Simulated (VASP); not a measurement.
# GaGe (Pm-3m) in VASP: further runs

Runs on GaGe. Level: PBE. Tasks: single point, relaxation of cell and atoms.

All numbers are computed with VASP 6.6.1; they aren't measurements. Logs are shortened: lines on timing, memory, paths and dates and some standing lists are left out, and cuts for length are marked.

### Step 1. The cell of the first run

Symmetry: Pm-3m, No. 221, cubic system. Conventional cell: a = 3.370 Å, b = 3.370 Å, c = 3.370 Å, α = 90.00°, β = 90.00°, γ = 90.00°. Ga (site symmetry m-3m) has 8 Ge at 2.92 Å and 6 Ga at 3.37 Å within 3.8 Å. Ge (site symmetry m-3m) has 8 Ga at 2.92 Å and 6 Ge at 3.37 Å within 3.8 Å.

### Step 2. Single point, PBE

The input, INCAR:

```
PREC = Accurate
ENCUT = 500
EDIFF = 1E-6
ISMEAR = 0
SIGMA = 0.1
LREAL = F
LASPH = T
NELM = 120
ALGO = Normal
ISIF = 2
LWAVE = F
LCHARG = F
GGA = PE
NBANDS = 20
GGA_COMPAT = F
```

The input, KPOINTS:

```
regular mesh
0
Gamma
  6 6 6
```

The input, POSCAR:

```
GaGe
1.0
    3.3703569352      0.0000000000      0.0000000000
    0.0000000000      3.3703569352      0.0000000000
    0.0000000000      0.0000000000      3.3703569352
Ga Ge
1 1
Direct
    0.0000000000      0.0000000000      0.0000000000
    0.5000000000      0.5000000000      0.5000000000
```

Potentials or basis: VASP PAW PBE potentials, release 64 (Ga_d, Ge_d).

The run is started by

```
> cat potpaw_PBE.64/Ga_d/POTCAR potpaw_PBE.64/Ge_d/POTCAR > POTCAR
> mpirun -np 1 vasp_std > vasp.out
```

OUTCAR:

```text
PREC = Accurate
   ENCUT = 500
   EDIFF = 1E-6
   ISMEAR = 0
   LREAL = F
   LASPH = T
   NELM = 120
   ISIF = 2
   GGA = PE

 ion  position               nearest neighbor table
   1  0.000  0.000  0.000-   2 2.92   2 2.92   2 2.92   2 2.92   2 2.92   2 2.92   2 2.92   2 2.92

   2  0.500  0.500  0.500-   1 2.92   1 2.92   1 2.92   1 2.92   1 2.92   1 2.92   1 2.92   1 2.92

  LATTYP: Found a simple cubic cell.
 ALAT       =     3.3703569352

  Lattice vectors:

 A1 = (   3.3703569352,   0.0000000000,   0.0000000000)
 A2 = (   0.0000000000,   3.3703569352,   0.0000000000)
 A3 = (   0.0000000000,   0.0000000000,   3.3703569352)

Analysis of symmetry for initial positions (statically):
=====================================================================
 Subroutine PRICEL returns:
 Original cell was already a primitive cell.

 Routine SETGRP: Setting up the symmetry group for a
 simple cubic supercell.

 Subroutine GETGRP returns: Found 48 space group operations
 (whereof 48 operations were pure point group operations)
 out of a pool of 48 trial point group operations.

The static configuration has the point symmetry O_h .

Analysis of symmetry for dynamics (positions and initial velocities):
=====================================================================
 Subroutine PRICEL returns:
 Original cell was already a primitive cell.

 Routine SETGRP: Setting up the symmetry group for a
 simple cubic supercell.

 Subroutine GETGRP returns: Found 48 space group operations
 (whereof 48 operations were pure point group operations)
 out of a pool of 48 trial point group operations.

The dynamic configuration has the point symmetry O_h .

 Subroutine INISYM returns: Found 48 space group operations
 (whereof 48 operations are pure point group operations),
 and found     1 'primitive' translations

----------------------------------------------------------------------------------------

                                     Primitive cell

  volume of cell :      38.2849

  direct lattice vectors                    reciprocal lattice vectors
     3.370356935  0.000000000  0.000000000     0.296704479  0.000000000  0.000000000
     0.000000000  3.370356935  0.000000000     0.000000000  0.296704479  0.000000000
     0.000000000  0.000000000  3.370356935     0.000000000  0.000000000  0.296704479

  length of vectors
     3.370356935  3.370356935  3.370356935     0.296704479  0.296704479  0.296704479

  position of ions in fractional coordinates (direct lattice)
     0.000000000  0.000000000  0.000000000
     0.500000000  0.500000000  0.500000000

  ion indices of the primitive-cell ions
   primitive index   ion index
                 1           1
                 2           2

----------------------------------------------------------------------------------------

 KPOINTS: regular mesh

Automatic generation of k-mesh.
 Grid dimensions read from file:
 generate k-points for:    6    6    6

 Generating k-lattice:

  Cartesian coordinates                     Fractional coordinates (reciprocal lattice)
     0.049450747  0.000000000  0.000000000     0.166666667  0.000000000  0.000000000
     0.000000000  0.049450747  0.000000000     0.000000000  0.166666667  0.000000000
     0.000000000  0.000000000  0.049450747     0.000000000  0.000000000  0.166666667

  Length of vectors
     0.049450747  0.049450747  0.049450747

  Shift w.r.t. Gamma in fractional coordinates (k-lattice)
     0.000000000  0.000000000  0.000000000

 Subroutine IBZKPT returns following result:
 ===========================================

 Found     20 irreducible k-points:

 Following reciprocal coordinates:
            Coordinates               Weight
  0.000000  0.000000  0.000000      1.000000
  0.166667  0.000000  0.000000      6.000000
  0.333333  0.000000  0.000000      6.000000
  0.500000  0.000000  0.000000      3.000000
  0.166667  0.166667  0.000000     12.000000
  0.333333  0.166667  0.000000     24.000000
[... 12 lines left out ...]
  0.500000  0.500000  0.333333      6.000000
  0.500000  0.500000  0.500000      1.000000
   k-points           NKPTS =     20   k-points in BZ     NKDIM =     20   number of bands    NBANDS=     20
   number of dos      NEDOS =    301   number of ions     NIONS =      2
   total plane-waves  NPLWV =  21952
   dimension x,y,z NGX =    28 NGY =   28 NGZ =   28
   dimension x,y,z NGXF=    56 NGYF=   56 NGZF=   56
   ions per type =               1   1
   NGX,Y,Z   is equivalent  to a cutoff of  13.81, 13.81, 13.81 a.u.
   NGXF,Y,Z  is equivalent  to a cutoff of  27.62, 27.62, 27.62 a.u.
 SYSTEM =  unknown system
   PREC   = accura    normal or accurate (medium, high low for compatibility)
   ISTART =      0    job   : 0-new  1-cont  2-samecut
   ICHARG =      2    charge: 1-file 2-atom 10-const
   ISPIN  =      1    spin polarized calculation?
   LNONCOLLINEAR =      F non collinear calculations
   LSORBIT =      F    spin-orbit coupling
   LASPH  =      T    aspherical Exc in radial PAW
   ENCUT  =  500.0 eV  36.75 Ry    6.06 a.u.   6.14  6.14  6.14*2*pi/ulx,y,z
   NELM   =    120;   NELMIN=  2; NELMDL= -5     # of ELM steps
   EDIFF  = 0.1E-05   stopping-criterion for ELM
   LREAL  =      F    real-space projection
   EDIFFG = 0.1E-04   stopping-criterion for IOM
   NSW    =      0    number of steps for IOM
   IBRION =     -1    ionic relax: 0-MD 1-quasi-New 2-CG
   NFREE  =      0    steps in history (QN), initial steepest desc. (CG)
   ISIF   =      2    stress and relaxation
   ISYM   =      2    0-nonsym 1-usesym 2-fastsym
   POTIM  = 0.5000    time-step for ionic-motion
   TEBEG  =    0.0;   TEEND  =   0.0 temperature during run
   PSTRESS=    0.0 pullay stress
   NELECT =      27.0000    total number of electrons
   NUPDOWN=      -1.0000    fix difference up-down
   EMIN   =  10.00;   EMAX   =-10.00  energy-range for DOS
   EFERMI =   0.00;   METHOD = LEGACY
   ISMEAR =     0;   SIGMA  =   0.10  broadening in eV -4-tet -1-fermi 0-gaus
   EFERMI_NEDOS =   21; number of points for ismear=-14 and -15
   IALGO  =     38    algorithm
   IMIX   =      4    mixing-type and parameters
     AMIX     =   0.40;   BMIX     =  1.00
     AMIX_MAG =   1.60;   BMIX_MAG =  1.00
  volume/ion in A,a.u.               =      19.14       129.18
  Fermi-wavevector in a.u.,A,eV,Ry     =   1.457203  2.753715 28.891181  2.123442
  Thomas-Fermi vector in A             =   2.574032
   LORBIT       =      0    0 simple, 1 ext, 2 COOP (PROOUT), +10 PAW based schemes
   GGA     = PE    functional components
   LHFCALC =     F    Hartree Fock is set to
   AEXX    =    0.0000 exact exchange contribution
   IVDW    =     0    specifies the selected vdW correction
   LEPSILON=     F    determine dielectric tensor
   LRPA    =     F    only Hartree local field effects (RPA)
 non-spin polarized calculation
 Gauss-broadening in eV      SIGMA  =   0.10
  energy-cutoff  :      500.00
  volume of cell :       38.28
 maximum number of plane-waves:       992
 NGX is ok and might be reduce to    28
   NGX = 13   NGY = 13   NGZ = 13

 number of electron      27.0000024 magnetization

 Free energy of the ion-electron system (eV)
  ---------------------------------------------------
  ext. energy  EPLUGINS =         0.00000000
  ---------------------------------------------------
  free energy    TOTEN  =        -7.01722803 eV

  energy without entropy =       -7.01096286  energy(sigma->0) =       -7.01409544

 E-fermi :   6.1143     XC(G=0): -11.0939

 val. band max:        6.1014255641   @ k =   0.3333   0.3333   0.0000
 cond. band min:       6.1565658804   @ k =   0.5000   0.1667   0.0000
 fundamental gap:      0.0551403163
 Fermi energy:         6.1143072685

 k-point     1 :       0.0000    0.0000    0.0000
  band No.  band energies     occupation
      1     -18.6264      2.00000
      2     -18.6264      2.00000
      3     -18.6008      2.00000
      4     -18.6008      2.00000
      5     -18.6008      2.00000
      6      -8.9284      2.00000
[... 12 lines left out ...]
     19      16.7925      0.00000
     20      16.7925      0.00000

 k-point     2 :       0.1667    0.0000    0.0000
  band No.  band energies     occupation
      1     -18.6260      2.00000
      2     -18.6190      2.00000
      3     -18.6032      2.00000
      4     -18.6032      2.00000
      5     -18.6005      2.00000
      6      -8.9267      2.00000
[... 12 lines left out ...]
     19      15.2905      0.00000
     20      15.2905      0.00000

 k-point     3 :       0.3333    0.0000    0.0000
  band No.  band energies     occupation
      1     -18.6250      2.00000
      2     -18.6078      2.00000
      3     -18.6078      2.00000
      4     -18.6041      2.00000
      5     -18.5999      2.00000
      6      -8.9232      2.00000
[... 12 lines left out ...]
     19      12.6262      0.00000
     20      16.5831      0.00000

 k-point     4 :       0.5000    0.0000    0.0000
  band No.  band energies     occupation
      1     -18.6246      2.00000
      2     -18.6101      2.00000
      3     -18.6101      2.00000
      4     -18.5996      2.00000
      5     -18.5967      2.00000
      6      -8.9215      2.00000
[... 12 lines left out ...]
     19      13.6957      0.00000
     20      14.5711      0.00000

 k-point     5 :       0.1667    0.1667    0.0000
  band No.  band energies     occupation
      1     -18.6221      2.00000
      2     -18.6149      2.00000
      3     -18.6057      2.00000
      4     -18.6030      2.00000
      5     -18.6028      2.00000
      6      -8.9163      2.00000
[... 12 lines left out ...]
     19      14.7267      0.00000
     20      16.0308      0.00000
[... 261 lines left out ...]
      6      -8.9141      2.00000
[... 12 lines left out ...]
     19      20.2769      0.00000
     20      21.8713      0.00000

 k-point    18 :       0.5000    0.3333    0.3333
  band No.  band energies     occupation
      1     -18.6191      2.00000
      2     -18.6183      2.00000
      3     -18.6153      2.00000
      4     -18.5907      2.00000
      5     -18.5832      2.00000
      6      -8.9246      2.00000
[... 12 lines left out ...]
     19      21.9067      0.00000
     20      22.6720      0.00000

 k-point    19 :       0.5000    0.5000    0.3333
  band No.  band energies     occupation
      1     -18.6217      2.00000
      2     -18.6181      2.00000
      3     -18.6181      2.00000
      4     -18.5869      2.00000
      5     -18.5792      2.00000
      6      -8.9357      2.00000
[... 12 lines left out ...]
     19      23.4795      0.00000
     20      24.6309      0.00000

 k-point    20 :       0.5000    0.5000    0.5000
  band No.  band energies     occupation
      1     -18.6210      2.00000
      2     -18.6210      2.00000
      3     -18.6210      2.00000
      4     -18.5791      2.00000
      5     -18.5791      2.00000
      6      -8.9272      2.00000
[... 12 lines left out ...]
     19      27.6129      0.00000
     20      27.6129      0.00000

------------------------ aborting loop because EDIFF is reached ----------------------------------------

  FORCE on cell =-STRESS in cart. coord.  units (eV):
  Direction    XX          YY          ZZ          XY          YZ          ZX
  --------------------------------------------------------------------------------------
  -------------------------------------------------------------------------------------
  Total       -0.1133868     -0.1133868     -0.1133868     -0.0000000     -0.0000000      0.0000000
  in kB       -4.7451002     -4.7451002     -4.7451002     -0.0000000     -0.0000000      0.0000000
  external PRESSURE =      -4.7451002 kB  Pullay stress =       0.0000000 kB

 VOLUME and BASIS-vectors are now :
 -----------------------------------------------------------------------------
  energy-cutoff  :      500.00
  volume of cell :       38.28
      direct lattice vectors                 reciprocal lattice vectors
     3.370356935  0.000000000  0.000000000     0.296704479  0.000000000  0.000000000
     0.000000000  3.370356935  0.000000000     0.000000000  0.296704479  0.000000000
     0.000000000  0.000000000  3.370356935     0.000000000  0.000000000  0.296704479

 POSITION                                       TOTAL-FORCE (eV/Angst)
 -----------------------------------------------------------------------------------
      0.00000      0.00000      0.00000         0.000000      0.000000      0.000000
      1.68518      1.68518      1.68518         0.000000      0.000000      0.000000
 -----------------------------------------------------------------------------------
    total drift:                                0.000000      0.000000      0.000000

  FREE ENERGIE OF THE ION-ELECTRON SYSTEM (eV)
  ---------------------------------------------------
  free  energy   TOTEN  =        -7.0172280287 eV

  energy  without entropy=       -7.0109628563  energy(sigma->0) =       -7.01409544
```

Run time: 6.6 s. Hardware: 1 thread of Intel Xeon 6975P-C (Granite Rapids), shared host; peak memory 0.16 GiB.

What came out:

* Free energy: -7.0172 eV
* Pressure: -0.5 GPa
* Band gap on the k mesh: zero (an odd number of electrons rules out a gap without spin polarisation)

### Step 3. Single point, PBE

This run uses another cell than the first one, of 24.68 Å³/atom.

The input, INCAR:

```
PREC     = Accurate       # precision mode
ENCUT    = 500            # plane-wave cutoff, eV
EDIFF    = 1E-6           # SCF threshold, eV
ISMEAR   = 0              # smearing method
SIGMA    = 0.1            # smearing width, eV
LREAL    = False          # projectors in reciprocal space
LASPH    = True           # aspherical terms in the spheres
NELM     = 120            # most SCF steps
ALGO     = Normal         # electronic algorithm
ISIF     = 2              # what is computed and relaxed
LWAVE    = False          # write WAVECAR
LCHARG   = True           # write CHGCAR
GGA      = PE             # functional
LELF     = True           # ELF
LVHAR    = True         
NBANDS   = 20             # bands
GGA_COMPAT= False
```

KPOINTS is that of step 2.

The input, POSCAR:

```
GaGe
1.0
    3.6684400653      0.0000000000      0.0000000000
    0.0000000000      3.6684400653      0.0000000000
    0.0000000000      0.0000000000      3.6684400653
Ga Ge
1 1
Direct
    0.0000000000      0.0000000000      0.0000000000
    0.5000000000      0.5000000000      0.5000000000
```

Potentials or basis: VASP PAW PBE potentials, release 64 (Ga_d, Ge_d).

The run is started by

```
> cat potpaw_PBE.64/Ga_d/POTCAR potpaw_PBE.64/Ge_d/POTCAR > POTCAR
> mpirun -np 1 vasp_std > vasp.out
```

Wall time 7.4 s (1 thread of Intel Xeon 6975P-C (Granite Rapids), shared host); peak memory 0.16 GiB.

It converged, with:

- Free energy: -6.6712 eV
- Pressure: -7.5 GPa
- Band gap on the k mesh: zero (an odd number of electrons rules out a gap without spin polarisation)

Levels at points of the mesh, in eV from the Fermi level:
| k point | band 9 | band 10 | band 11 | band 12 | band 13 | band 14 | band 15 | band 16 | band 17 | band 18 |
| --- | --- | --- | --- | --- | --- | --- | --- | --- | --- | --- |
| (0.00, 0.00, 0.00) | -14.76 | -14.76 | -10.42 | -2.28 | 0.48 | 0.48 | 0.48 | 5.00 | 5.00 | 8.26 |
| (0.50, 0.00, 0.00) | -14.76 | -14.76 | -8.52 | -6.77 | 2.47 | 2.47 | 2.57 | 2.70 | 4.14 | 4.14 |
| (0.50, 0.50, 0.00) | -14.77 | -14.74 | -7.16 | -4.56 | -3.36 | -3.36 | 3.34 | 5.58 | 6.43 | 6.43 |
| (0.50, 0.50, 0.50) | -14.74 | -14.74 | -6.23 | -3.07 | -0.98 | -0.98 | -0.98 | 0.09 | 0.09 | 0.09 |

Caveat: the cell stands under tension.

### Step 4. Relaxation of cell and atoms, PBE

This run uses another cell than the first one, of 24.68 Å³/atom.

The input, INCAR:

```
SYSTEM = GaGe
ALGO = Normal
EDIFF = 1E-7
EDIFFG = -0.04
ENCUT = 500
GGA = PE
GGA_COMPAT = .FALSE.
IBRION = 2
ISIF = 3
ISMEAR = 0
LASPH = .TRUE.
LCHARG = .FALSE.
LREAL = .FALSE.
LWAVE = .FALSE.
NELM = 120
NELMIN = 4
NSW = 90
PREC = Accurate
SIGMA = 0.1
```

The input, KPOINTS:

```
k-points
0
G
  6 6 6
  0 0 0
```

POSCAR is that of step 3.

Potentials or basis: VASP PAW PBE potentials, release 64 (Ga_d, Ge_d).

The run is started by

```
> cat potpaw_PBE.64/Ga_d/POTCAR potpaw_PBE.64/Ge_d/POTCAR > POTCAR
> mpirun -np 1 vasp_std > vasp.out
```

OUTCAR:

```text
SYSTEM = GaGe
   EDIFF = 1E-7
   EDIFFG = -0.04
   ENCUT = 500
   GGA = PE
   IBRION = 2
   ISIF = 3
   ISMEAR = 0
   LASPH = .TRUE.
   LREAL = .FALSE.
   NELM = 120
   NELMIN = 4
   NSW = 90
   PREC = Accurate

 ion  position               nearest neighbor table
   1  0.000  0.000  0.000-
   2  0.500  0.500  0.500-

  LATTYP: Found a simple cubic cell.
 ALAT       =     3.6684400653

  Lattice vectors:

 A1 = (   3.6684400653,   0.0000000000,   0.0000000000)
 A2 = (   0.0000000000,   3.6684400653,   0.0000000000)
 A3 = (   0.0000000000,   0.0000000000,   3.6684400653)

Analysis of symmetry for initial positions (statically):
=====================================================================
 Subroutine PRICEL returns:
 Original cell was already a primitive cell.

[... 168 lines left out ...]
 E-fermi :   3.8187     XC(G=0):  -9.8833

 val. band max:        3.7498291255   @ k =   0.5000   0.1667   0.0000
 cond. band min:       3.8578984301   @ k =   0.3333   0.3333   0.1667
 fundamental gap:      0.1080693046
 Fermi energy:         3.8187179584

 k-point     1 :       0.0000    0.0000    0.0000
  band No.  band energies     occupation
      1     -20.9025      2.00000
      2     -20.9025      2.00000
      3     -20.8935      2.00000
      4     -20.8935      2.00000
      5     -20.8935      2.00000
      6     -10.9829      2.00000
[... 496 lines left out ...]
--------------------------------------- Ionic step        4  -------------------------------------------

 number of electron      27.0000024 magnetization

 Free energy of the ion-electron system (eV)
  ---------------------------------------------------
  ext. energy  EPLUGINS =         0.00000000
  ---------------------------------------------------
  free energy    TOTEN  =        -7.01422228 eV

  energy without entropy =       -7.00797037  energy(sigma->0) =       -7.01109632

 E-fermi :   6.1388     XC(G=0): -11.1007

 val. band max:        6.1174424638   @ k =   0.3333   0.3333   0.0000
 cond. band min:       6.1746863149   @ k =   0.5000   0.1667   0.0000
 fundamental gap:      0.0572438511
 Fermi energy:         6.1387556250

 k-point     1 :       0.0000    0.0000    0.0000
  band No.  band energies     occupation
      1     -18.6030      2.00000
      2     -18.6030      2.00000
      3     -18.5772      2.00000
      4     -18.5772      2.00000
      5     -18.5772      2.00000
      6      -8.9187      2.00000
[... 418 lines left out ...]
  FREE ENERGIE OF THE ION-ELECTRON SYSTEM (eV)
  ---------------------------------------------------
  free  energy   TOTEN  =        -7.0142222828 eV

  energy  without entropy=       -7.0079703651  energy(sigma->0) =       -7.01109632

 reached required accuracy - stopping structural energy minimisation
```

CONTCAR:

```text
GaGe
   1.00000000000000
     3.3687071030283144    0.0000000000000000    0.0000000000000000
     0.0000000000000000    3.3687071030283144    0.0000000000000000
    -0.0000000000000000    0.0000000000000000    3.3687071030283144
  Ga              Ge
     1     1
Direct
     0.0000000000000000    0.0000000000000000    0.0000000000000000
     0.5000000000000000    0.5000000000000000    0.5000000000000000

  0.00000000E+00  0.00000000E+00  0.00000000E+00
  0.00000000E+00  0.00000000E+00  0.00000000E+00
```

It took 24 s on 1 thread of Intel Xeon 6975P-C (Granite Rapids), shared host; peak memory 0.17 GiB.

Results:

```yaml
Free_energy: -7.0142 eV
Relaxed_volume: 19.11 Å³/atom
Relaxed_cell: a = 3.369 Å, b = 3.369 Å, c = 3.369 Å, α = 90.00°, β = 90.00°, γ = 90.00°
Space_group_after_relaxing_to_0.1_Å: Pm-3m (No. 221)
Energy_gained_by_relaxing: 171.5 meV/atom
Ionic_steps: 4
Pressure_after_relaxing: -0.1 GPa
```

Step by step:
```tsv
step	energy change (eV)	largest force (eV/Å)	pressure (GPa)	volume (Å³)
1	0.0000	0.0000	-7.59	49.37
2	-0.2974	0.0000	-3.92	41.47
3	-0.3426	0.0000	0.46	37.89
4	-0.3430	0.0000	-0.09	38.23
```

Final structure:
```
Ga Ge
1.0
     3.36871    0.00000    0.00000
     0.00000    3.36871    0.00000
     0.00000    0.00000    3.36871
Ga Ge
1 1
Direct
  0.00000 0.00000 0.00000
  0.50000 0.50000 0.50000
```

Caveat: the volume moved by over 15 % at a fixed basis, so the end points are rough; the highest band is partly filled, so the run has too few bands.

(Continued in part 2 of 2.)
